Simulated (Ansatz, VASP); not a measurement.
Rh in VASP and in Ansatz

INCAR

```
  ALGO = Fast
  EDIFF = 1E-6
  EDIFFG = -0.01
  ENCUT = 600
  GGA = PE
  IBRION = 2
  ISIF = 3
  ISMEAR = 0
  LASPH = T
  LCHARG = F
  LREAL = F
  LWAVE = F
  NELM = 100
  NSW = 100
  PREC = Accurate
  SIGMA = 0.1
```

Contents of KPOINTS:

```
k-points
0
Gamma
  28 28 28
```

Contents of POSCAR:

```
Rh
1.0
   -1.3614558644      1.3614558644      1.8949975207
    1.3614558644     -1.3614558644      1.8949975207
    1.3614558644      1.3614558644     -1.8949975207
Rh
1
Direct
    0.0000000000      0.0000000000      0.0000000000
```

Input for Ansatz:

```yaml
crystal:
  lattice:
    - [-1.3614558644, 1.3614558644, 1.8949975207]
    - [1.3614558644, -1.3614558644, 1.8949975207]
    - [1.3614558644, 1.3614558644, -1.8949975207]
  atoms:
    - { symbol: Rh, position: [0.0, 0.0, 0.0] }
basis:
  ecutwfc: 420
kpoints:
  mp_grid: { grid: [28, 28, 28] }
hamiltonian:
  xc: pbe
scf:
  occupations: { method: gaussian, width: 0.1 }
output:
  forces: true
  stress: true
  eigenvalues: true
relax:
  adjacent_minimum: "off"
  f_tol: 0.01
  max_steps: 80
  cell: { stress_tol: 0.05 }
```

Alike in both runs: task relaxation of cell and atoms; functional PBE; k mesh 28 × 28 × 28; occupations gaussian, width 0.1 eV; no spin polarisation.

|  | VASP | Ansatz |
| --- | --- | --- |
| version | VASP 6.6.1 | Ansatz 0.2.0 |
| potentials or method | VASP PAW PBE potentials, release 64 (Rh_pv), cutoff 600 eV | scalar-relativistic, plane waves, PAW |
| valence electrons in the cell | 15 | 17 |

|  | VASP | Ansatz | Ansatz less VASP |
| --- | --- | --- | --- |
| gap on the k mesh at the Fermi level, each at its own relaxed structure (eV) | none | none | - |
| relaxed volume (Å³/atom) | 14.04 | 14.04 | +0.003 |
| relaxed cell length with the largest relative difference (Å) | 2.708 | 2.708 | +0.0001 |

A gap of «none» marks a metal or a gap that the smearing closes. VASP's potentials hold 15 valence electrons a cell and Ansatz's 17, so a difference there can come from the potentials and not from the codes.
